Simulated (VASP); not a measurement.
# Ti (R-3m) in VASP: further runs

Ti is run at these levels: PBEsol; tasks: single point.

Program: VASP 6.6.1. These are calculated values, not measurements. Logs are shortened: lines on timing, memory, paths and dates and some standing lists are left out, and cuts for length are marked.

## 1. The cell of the first run

Symmetry: R-3m, No. 166, trigonal system. Conventional cell: a = 4.688 Å, b = 4.688 Å, c = 2.785 Å, α = 90.00°, β = 90.00°, γ = 120.00°. Within 3.7 Å of Ti (site symmetry -3m) lie 14 Ti at 2.79 to 3.28 Å.

## 2. Single point, PBEsol

INCAR

```
SYSTEM = Ti
ALGO = Normal ; EDIFF = 1E-6
ENCUT = 520 ; GGA = PS
ISIF = 2 ; ISMEAR = -1
LASPH = .TRUE. ; LCHARG = .FALSE.
LREAL = .FALSE. ; LWAVE = .FALSE.
NBANDS = 12 ; NELM = 100
PREC = Accurate ; SIGMA = 0.15
```

KPOINTS

```
k-points
0
G
  15 15 15
  0 0 0
```

POSCAR

```
Ti
1.0
   -1.6738200000      1.6410000000      1.6410000000
    1.6410000000     -1.6738200000      1.6410000000
    1.6410000000      1.6410000000     -1.6738200000
Ti
1
Direct
    0.0000000000      0.0000000000      0.0000000000
```

Potentials or basis: VASP PAW PBE potentials, release 64 (Ti_sv).

Started as:

```console
$ cat potpaw_PBE.64/Ti_sv/POTCAR > POTCAR
$ mpirun -np 1 vasp_std > vasp.out
```

OUTCAR:

```text
SYSTEM = Ti
   EDIFF = 1E-6
   ENCUT = 520
   GGA = PS
   ISIF = 2
   ISMEAR = -1
   LASPH = .TRUE.
   LREAL = .FALSE.
   NELM = 100
   PREC = Accurate

 ion  position               nearest neighbor table
   1  0.000  0.000  0.000-

  LATTYP: Found a trigonal (rhomboedric) cell.
 ALAT       =     2.8613694960
 COS(alpha) =    -0.3420602552

  Lattice vectors:

 A1 = (  -1.6738200000,   1.6410000000,   1.6410000000)
 A2 = (   1.6410000000,  -1.6738200000,   1.6410000000)
 A3 = (   1.6410000000,   1.6410000000,  -1.6738200000)

Analysis of symmetry for initial positions (statically):
=====================================================================
 Subroutine PRICEL returns:
 Original cell was already a primitive cell.

 Routine SETGRP: Setting up the symmetry group for a
 trigonal (rhombohedral) supercell.

 Subroutine GETGRP returns: Found 12 space group operations
 (whereof 12 operations were pure point group operations)
 out of a pool of 12 trial point group operations.

The static configuration has the point symmetry D_3d.

Analysis of symmetry for dynamics (positions and initial velocities):
=====================================================================
 Subroutine PRICEL returns:
 Original cell was already a primitive cell.

 Routine SETGRP: Setting up the symmetry group for a
 trigonal (rhombohedral) supercell.

 Subroutine GETGRP returns: Found 12 space group operations
 (whereof 12 operations were pure point group operations)
 out of a pool of 12 trial point group operations.

The dynamic configuration has the point symmetry D_3d.

 Subroutine INISYM returns: Found 12 space group operations
 (whereof 12 operations are pure point group operations),
 and found     1 'primitive' translations

----------------------------------------------------------------------------------------

                                     Primitive cell

  volume of cell :      17.6707

  direct lattice vectors                    reciprocal lattice vectors
    -1.673820000  1.641000000  1.641000000     0.006156643  0.307832149  0.307832149
     1.641000000 -1.673820000  1.641000000     0.307832149  0.006156643  0.307832149
     1.641000000  1.641000000 -1.673820000     0.307832149  0.307832149  0.006156643

  length of vectors
     2.861369496  2.861369496  2.861369496     0.435383932  0.435383932  0.435383932

  position of ions in fractional coordinates (direct lattice)
     0.000000000  0.000000000  0.000000000

  ion indices of the primitive-cell ions
   primitive index   ion index
                 1           1

----------------------------------------------------------------------------------------

 KPOINTS: k-points

Automatic generation of k-mesh.
 Grid dimensions read from file:
 generate k-points for:   15   15   15

 Generating k-lattice:

  Cartesian coordinates                     Fractional coordinates (reciprocal lattice)
     0.000410443  0.020522143  0.020522143     0.066666667  0.000000000  0.000000000
     0.020522143  0.000410443  0.020522143     0.000000000  0.066666667  0.000000000
     0.020522143  0.020522143  0.000410443     0.000000000  0.000000000  0.066666667

  Length of vectors
     0.029025595  0.029025595  0.029025595

  Shift w.r.t. Gamma in fractional coordinates (k-lattice)
     0.000000000  0.000000000  0.000000000

 Subroutine IBZKPT returns following result:
 ===========================================

 Found    344 irreducible k-points:

 Following reciprocal coordinates:
            Coordinates               Weight
  0.000000  0.000000  0.000000      1.000000
  0.066667 -0.000000 -0.000000      6.000000
  0.133333 -0.000000 -0.000000      6.000000
  0.200000 -0.000000 -0.000000      6.000000
  0.266667 -0.000000 -0.000000      6.000000
  0.333333  0.000000  0.000000      6.000000
[... 16 lines left out ...]
  0.133333  0.133333 -0.000000      6.000000
  0.200000  0.133333 -0.000000     12.000000
 [... further k-points ...]
   k-points           NKPTS =    344   k-points in BZ     NKDIM =    344   number of bands    NBANDS=     12
   number of dos      NEDOS =    301   number of ions     NIONS =      1
   total plane-waves  NPLWV =  13824
   dimension x,y,z NGX =    24 NGY =   24 NGZ =   24
   dimension x,y,z NGXF=    48 NGYF=   48 NGZF=   48
   ions per type =               1
   NGX,Y,Z   is equivalent  to a cutoff of  13.94, 13.94, 13.94 a.u.
   NGXF,Y,Z  is equivalent  to a cutoff of  27.89, 27.89, 27.89 a.u.
 SYSTEM =  Ti
   PREC   = accura    normal or accurate (medium, high low for compatibility)
   ISTART =      0    job   : 0-new  1-cont  2-samecut
   ICHARG =      2    charge: 1-file 2-atom 10-const
   ISPIN  =      1    spin polarized calculation?
   LNONCOLLINEAR =      F non collinear calculations
   LSORBIT =      F    spin-orbit coupling
   LASPH  =      T    aspherical Exc in radial PAW
   ENCUT  =  520.0 eV  38.22 Ry    6.18 a.u.   5.32  5.32  5.32*2*pi/ulx,y,z
   NELM   =    100;   NELMIN=  2; NELMDL= -5     # of ELM steps
   EDIFF  = 0.1E-05   stopping-criterion for ELM
   LREAL  =      F    real-space projection
   EDIFFG = 0.1E-04   stopping-criterion for IOM
   NSW    =      0    number of steps for IOM
   IBRION =     -1    ionic relax: 0-MD 1-quasi-New 2-CG
   NFREE  =      0    steps in history (QN), initial steepest desc. (CG)
   ISIF   =      2    stress and relaxation
   ISYM   =      2    0-nonsym 1-usesym 2-fastsym
   POTIM  = 0.5000    time-step for ionic-motion
   TEBEG  =    0.0;   TEEND  =   0.0 temperature during run
   PSTRESS=    0.0 pullay stress
   NELECT =      12.0000    total number of electrons
   NUPDOWN=      -1.0000    fix difference up-down
   EMIN   =  10.00;   EMAX   =-10.00  energy-range for DOS
   EFERMI =   0.00;   METHOD = LEGACY
   ISMEAR =    -1;   SIGMA  =   0.15  broadening in eV -4-tet -1-fermi 0-gaus
   EFERMI_NEDOS =   21; number of points for ismear=-14 and -15
   IALGO  =     38    algorithm
   IMIX   =      4    mixing-type and parameters
     AMIX     =   0.40;   BMIX     =  1.00
     AMIX_MAG =   1.60;   BMIX_MAG =  1.00
  volume/ion in A,a.u.               =      17.67       119.25
  Fermi-wavevector in a.u.,A,eV,Ry     =   1.438966  2.719251 28.172520  2.070622
  Thomas-Fermi vector in A             =   2.557874
   LORBIT       =      0    0 simple, 1 ext, 2 COOP (PROOUT), +10 PAW based schemes
   GGA     = PS    functional components
   LHFCALC =     F    Hartree Fock is set to
   AEXX    =    0.0000 exact exchange contribution
   IVDW    =     0    specifies the selected vdW correction
   LEPSILON=     F    determine dielectric tensor
   LRPA    =     F    only Hartree local field effects (RPA)
 non-spin polarized calculation
  energy-cutoff  :      520.00
  volume of cell :       17.67
 maximum number of plane-waves:       487
 NGX is ok and might be reduce to    24
   NGX = 11   NGY = 11   NGZ = 11

 number of electron      12.0000000 magnetization

 Free energy of the ion-electron system (eV)
  ---------------------------------------------------
  ext. energy  EPLUGINS =         0.00000000
  ---------------------------------------------------
  free energy    TOTEN  =        -8.29450708 eV

  energy without entropy =       -8.12366128  energy(sigma->0) =       -8.20908418

 E-fermi :   7.7847     XC(G=0): -11.5487

 val. band max:        7.7811116964   @ k =  -0.4000   0.2667   0.0667
 cond. band min:       7.7856222883   @ k =   0.4000   0.4000   0.2000
 fundamental gap:      0.0045105920
 Fermi energy:         7.7847364229

 k-point     1 :       0.0000    0.0000    0.0000
  band No.  band energies     occupation
      1     -48.5442      2.00000
      2     -24.5287      2.00000
      3     -24.5287      2.00000
      4     -24.4821      2.00000
      5       1.8657      2.00000
      6       8.5554      0.01167
      7       8.8396      0.00176
      8       8.8396      0.00176
      9      10.5016      0.00000
     10      10.5016      0.00000
     11      24.6843      0.00000
     12      25.2692      0.00000

 k-point     2 :       0.0667   -0.0000   -0.0000
  band No.  band energies     occupation
      1     -48.5385      2.00000
      2     -24.5453      2.00000
      3     -24.5287      2.00000
      4     -24.5060      2.00000
      5       2.0189      2.00000
      6       8.6201      0.00760
      7       8.7696      0.00281
      8       8.8820      0.00133
      9      10.4063      0.00000
     10      10.4996      0.00000
     11      24.7242      0.00000
     12      25.0356      0.00000

 k-point     3 :       0.1333   -0.0000   -0.0000
  band No.  band energies     occupation
      1     -48.5222      2.00000
      2     -24.6159      2.00000
      3     -24.5483      2.00000
      4     -24.5285      2.00000
      5       2.4632      2.00000
      6       8.5768      0.01013
      7       8.6495      0.00625
      8       9.1252      0.00026
      9      10.2073      0.00000
     10      10.4999      0.00000
     11      24.2764      0.00000
     12      24.6336      0.00000
[... 286 lines left out ...]
 k-point    23 :       0.1333    0.1333   -0.0000
  band No.  band energies     occupation
      1     -48.4833      2.00000
      2     -24.8092      2.00000
      3     -24.5941      2.00000
      4     -24.5501      2.00000
      5       3.5611      2.00000
      6       8.2608      0.08031
      7       8.2639      0.07875
      8       9.9524      0.00000
      9       9.9741      0.00000
     10      10.5974      0.00000
     11      22.6921      0.00000
     12      23.2886      0.00000

 k-point    24 :       0.2000    0.1333   -0.0000
  band No.  band energies     occupation
      1     -48.4576      2.00000
      2     -24.9294      2.00000
      3     -24.6373      2.00000
      4     -24.5565      2.00000
      5       4.3668      2.00000
      6       7.9035      0.62369
      7       8.0454      0.29913
      8       9.9903      0.00000
      9      10.6443      0.00000
     10      10.7365      0.00000
     11      21.1959      0.00000
     12      22.1488      0.00000

 [... further k-points ...]

------------------------ aborting loop because EDIFF is reached ----------------------------------------

  FORCE on cell =-STRESS in cart. coord.  units (eV):
  Direction    XX          YY          ZZ          XY          YZ          ZX
  --------------------------------------------------------------------------------------
  -------------------------------------------------------------------------------------
  Total       -0.6552808     -0.6552808     -0.6552808      0.0696155      0.0696155      0.0696155
  in kB      -59.4132695    -59.4132695    -59.4132695      6.3119270      6.3119270      6.3119270
  external PRESSURE =     -59.4132695 kB  Pullay stress =       0.0000000 kB

 VOLUME and BASIS-vectors are now :
 -----------------------------------------------------------------------------
  energy-cutoff  :      520.00
  volume of cell :       17.67
      direct lattice vectors                 reciprocal lattice vectors
    -1.673820000  1.641000000  1.641000000     0.006156643  0.307832149  0.307832149
     1.641000000 -1.673820000  1.641000000     0.307832149  0.006156643  0.307832149
     1.641000000  1.641000000 -1.673820000     0.307832149  0.307832149  0.006156643

 POSITION                                       TOTAL-FORCE (eV/Angst)
 -----------------------------------------------------------------------------------
      0.00000      0.00000      0.00000         0.000000      0.000000      0.000000
 -----------------------------------------------------------------------------------
    total drift:                                0.000000      0.000000      0.000000

  FREE ENERGIE OF THE ION-ELECTRON SYSTEM (eV)
  ---------------------------------------------------
  free  energy   TOTEN  =        -8.2945070830 eV

  energy  without entropy=       -8.1236612774  energy(sigma->0) =       -8.20908418
```

Run time: 20 s. Hardware: 1 thread of Intel Xeon 6975P-C (Granite Rapids), shared host; peak memory 0.19 GiB.

Results:

* Free energy: -8.2945 eV
* Pressure: -5.9 GPa
* Band gap on the k mesh: zero (band 6 reaches 8.67 eV, above the bottom of band 7 at 7.11 eV)

Stress tensor (GPa, compression positive):
```
-5.94  0.63  0.63
 0.63 -5.94  0.63
 0.63  0.63 -5.94
```

Levels at points of the mesh, in eV from the Fermi level:
| k point | band 4 | band 5 | band 6 | band 7 | band 8 | band 9 |
| --- | --- | --- | --- | --- | --- | --- |
| (0.00, 0.00, 0.00) | -32.27 | -5.92 | 0.77 | 1.05 | 1.05 | 2.72 |

Caveat: the PAW data sets were made with another functional, which shifts forces and pressure a little.

## 3. Single point, PBEsol

INCAR

```
ALGO = Normal
EDIFF = 1E-6
ENCUT = 520
GGA = PS
ISIF = 2
ISMEAR = -1
LASPH = T
LCHARG = F
LREAL = F
LWAVE = F
NBANDS = 12
NELM = 80
PREC = Accurate
SIGMA = 0.15
```

KPOINTS

```
k-points
0
Gamma
  15 15 15
```

POSCAR

```
Ti
1.0
   -1.6574100000      1.6410000000      1.6410000000
    1.6410000000     -1.6574100000      1.6410000000
    1.6410000000      1.6410000000     -1.6574100000
Ti
1
Direct
    0.0000000000      0.0000000000      0.0000000000
```

Potentials or basis: VASP PAW PBE potentials, release 64 (Ti_sv).

Started as:

```console
$ cat potpaw_PBE.64/Ti_sv/POTCAR > POTCAR
$ mpirun -np 1 vasp_std > vasp.out
```

Run time: 19 s. Hardware: 1 thread of Intel Xeon 6975P-C (Granite Rapids), shared host; peak memory 0.19 GiB.

The run converged. Its results:

```
Free energy            : -8.2960 eV
Pressure               : -6.0 GPa
Band gap on the k mesh : zero (band 6 reaches 8.70 eV, above the bottom of band 7 at 7.12 eV)
```

Stress tensor (GPa, compression positive):
```
-5.96  0.34  0.34
 0.34 -5.96  0.34
 0.34  0.34 -5.96
```

Levels at points of the mesh, in eV from the Fermi level:
```csv
k point,band 3,band 4,band 5,band 6,band 7,band 8,band 9,band 10
"(0.00, 0.00, 0.00)",-32.31,-32.29,-5.92,0.87,1.01,1.01,2.70,2.70
```

Caveat: the PAW data sets were made with another functional, which shifts forces and pressure a little.

## 4. Single point, PBEsol

INCAR

```
SYSTEM = Ti
PREC = Accurate ; ENCUT = 520
EDIFF = 1E-7 ; ISMEAR = -1
SIGMA = 0.15 ; LREAL = .FALSE.
LASPH = .TRUE. ; NELM = 100
ALGO = Normal ; ISIF = 2
LWAVE = .FALSE. ; LCHARG = .FALSE.
GGA = PS ; NBANDS = 12
```

KPOINTS

```
regular mesh
0
G
  15 15 15
  0 0 0
```

POSCAR

```
Ti
1.0
   -1.6245900000      1.6410000000      1.6410000000
    1.6410000000     -1.6245900000      1.6410000000
    1.6410000000      1.6410000000     -1.6245900000
Ti
1
Direct
    0.0000000000      0.0000000000      0.0000000000
```

Started as:

```console
$ cat potpaw_PBE.64/Ti_sv/POTCAR > POTCAR
$ mpirun -np 1 vasp_std > vasp.out
```

Wall time 23 s (1 thread of Intel Xeon 6975P-C (Granite Rapids), shared host); peak memory 0.19 GiB.

It converged, with:

```yaml
Free_energy: -8.2959 eV
Pressure: -6.0 GPa
Band_gap_on_the_k_mesh: zero (band 6 reaches 8.70 eV, above the bottom of band 7 at 7.15 eV)
```

Stress tensor (GPa, compression positive):
```
-5.97 -0.38 -0.38
-0.38 -5.97 -0.38
-0.38 -0.38 -5.97
```

Levels at points of the mesh, in eV from the Fermi level:
| k point | band 3 | band 4 | band 5 | band 6 | band 7 | band 8 | band 9 | band 10 |
| --- | --- | --- | --- | --- | --- | --- | --- | --- |
| (0.00, 0.00, 0.00) | -32.29 | -32.29 | -5.92 | 0.92 | 0.92 | 1.06 | 2.70 | 2.70 |

Caveat: the PAW data sets were made with another functional, which shifts forces and pressure a little.

## 5. Single point, PBEsol

INCAR

```
PREC = Accurate
ENCUT = 520
EDIFF = 1E-7
ISMEAR = -1
SIGMA = 0.15
LREAL = F
LASPH = T
NELM = 60
ALGO = Normal
ISIF = 2
LWAVE = F
LCHARG = T
GGA = PS
LELF = T
LVHAR = T
NBANDS = 12
```

KPOINTS

```
Automatic mesh
0
Gamma
  15 15 15
```

POSCAR

```
Ti
1.0
   -1.6081800000      1.6410000000      1.6410000000
    1.6410000000     -1.6081800000      1.6410000000
    1.6410000000      1.6410000000     -1.6081800000
Ti
1
Direct
    0.0000000000      0.0000000000      0.0000000000
```

Started as:

```console
$ cat potpaw_PBE.64/Ti_sv/POTCAR > POTCAR
$ mpirun -np 1 vasp_std > vasp.out
```

Run time: 24 s. Hardware: 1 thread of Intel Xeon 6975P-C (Granite Rapids), shared host; peak memory 0.19 GiB.

It converged, with:

| Property | Result |
| --- | --- |
| Free energy | -8.2942 eV |
| Pressure | -5.9 GPa |
| Band gap on the k mesh | zero (band 6 reaches 8.65 eV, above the bottom of band 7 at 7.16 eV) |

Stress tensor (GPa, compression positive):
```
-5.95 -0.80 -0.80
-0.80 -5.95 -0.80
-0.80 -0.80 -5.95
```

Levels at points of the mesh, in eV from the Fermi level:
| k point | band 4 | band 5 | band 6 | band 7 | band 8 | band 9 |
| --- | --- | --- | --- | --- | --- | --- |
| (0.00, 0.00, 0.00) | -32.29 | -5.92 | 0.86 | 0.86 | 1.16 | 2.71 |

Caveat: the PAW data sets were made with another functional, which shifts forces and pressure a little.

## 6. Single point, PBEsol

INCAR

```
ALGO = Normal ; EDIFF = 1E-6
ENCUT = 520 ; GGA = PS
ISIF = 2 ; ISMEAR = -1
LASPH = T ; LCHARG = F
LREAL = F ; LWAVE = F
NBANDS = 12 ; NELM = 80
PREC = Accurate ; SIGMA = 0.15
```

KPOINTS

```
k-points
0
Gamma
  15 15 15
```

POSCAR

```
Ti
1.0
   -1.5917700000      1.6410000000      1.6410000000
    1.6410000000     -1.5917700000      1.6410000000
    1.6410000000      1.6410000000     -1.5917700000
Ti
1
Direct
    0.0000000000      0.0000000000      0.0000000000
```

Potentials or basis: VASP PAW PBE potentials, release 64 (Ti_sv).

Started as:

```console
$ cat potpaw_PBE.64/Ti_sv/POTCAR > POTCAR
$ mpirun -np 1 vasp_std > vasp.out
```

Run time: 20 s. Hardware: 1 thread of Intel Xeon 6975P-C (Granite Rapids), shared host; peak memory 0.19 GiB.

It converged, with:

- Free energy: -8.2911 eV
- Pressure: -5.9 GPa
- Band gap on the k mesh: zero (band 6 reaches 8.59 eV, above the bottom of band 7 at 7.18 eV)

Stress tensor (GPa, compression positive):
```
-5.90 -1.23 -1.23
-1.23 -5.90 -1.23
-1.23 -1.23 -5.90
```

Levels at points of the mesh, in eV from the Fermi level:
```tsv
k point	band 2	band 3	band 4	band 5	band 6	band 7	band 8	band 9	band 10	band 11
(0.00, 0.00, 0.00)	-32.33	-32.28	-32.28	-5.92	0.80	0.80	1.26	2.73	2.73	16.99
```

Caveat: the PAW data sets were made with another functional, which shifts forces and pressure a little.

## 7. Overview

```tsv
cell	gap on the mesh (eV)	pressure (GPa)
a = 2.861 Å, angles 110.0°, 1 atom	none	-5.9
a = 2.852 Å, angles 109.7°, 1 atom	none	-6.0
a = 2.833 Å, angles 109.2°, 1 atom	none	-6.0
a = 2.823 Å, angles 108.9°, 1 atom	none	-5.9
a = 2.814 Å, angles 108.6°, 1 atom	none	-5.9
```

Alike in all rows: task single point; level PBEsol; potentials or basis VASP PAW PBE potentials, release 64 (Ti_sv); no spin polarisation; k mesh 15 × 15 × 15; cutoff (eV) 520; smearing fermi-dirac 0.15 eV.

Caveats: the PAW data sets were made with another functional, which shifts forces and pressure a little.

Absolute energies hang on the potentials; compare differences alone.
